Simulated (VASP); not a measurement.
Wanted: the native input for a VASP 6.6.1 run.

| Quantity | Value |
| --- | --- |
| Task | single point |
| Functional | PBE |
| Potentials or basis | VASP PAW PBE potentials, release 64 (Eu) |
| Cutoff | 520 eV |
| k mesh | 7 × 4 × 7 |
| Occupations | fermi-dirac, width 0.0142 eV |
| Spin | collinear spin, ferromagnetic start |
| Starting moments | [7.74, 7.74] μB |
| Dipole correction | no |
| Further INCAR settings | ALGO = Normal; EDIFF = 1e-06; NBANDS = 28 |

The structure of Eu lies in POSCAR:

```
Eu
1.0
    0.0000000000      0.0000000000     -4.5049408000
    4.5049408000     -4.5049408000      0.0000000000
   -2.2524704000     -2.2524704000      2.2524704000
Eu
2
Direct
    0.0000000000      0.0000000000      0.0000000000
    0.5000000000      0.5000000000      0.0000000000
```

The input as run:

INCAR

```
SYSTEM = Eu
PREC = Accurate ; ENCUT = 520
EDIFF = 1E-6 ; ISMEAR = -1
SIGMA = 0.0142 ; LREAL = .False.
LASPH = .True. ; NELM = 150
ALGO = Normal ; ISIF = 2
LWAVE = .False. ; LCHARG = .False.
ISPIN = 2 ; MAGMOM = 7.74 7.74
LORBIT = 11 ; LMAXMIX = 6
GGA = PE ; NBANDS = 28
```

KPOINTS

```
Automatic mesh
0
Gamma
  7 4 7
  0 0 0
```

Potentials or basis: VASP PAW PBE potentials, release 64 (Eu).

Launch:

```bash
$ cat potpaw_PBE.64/Eu/POTCAR > POTCAR
$ mpirun -np 1 vasp_std > vasp.out
```

It gave:

```yaml
Pressure: -1.3 GPa
Net_moment: 14.53 μB per cell
Site_moments: Eu +6.68 μB
Valence_electrons_inside_the_program's_atomic_spheres: Eu 14.72
```

It took 5.2 min on 1 thread of Intel(R) Xeon(R) Platinum 8375C CPU @ 2.90GHz (Ice Lake) (shared host), peak memory 0.39 GiB.
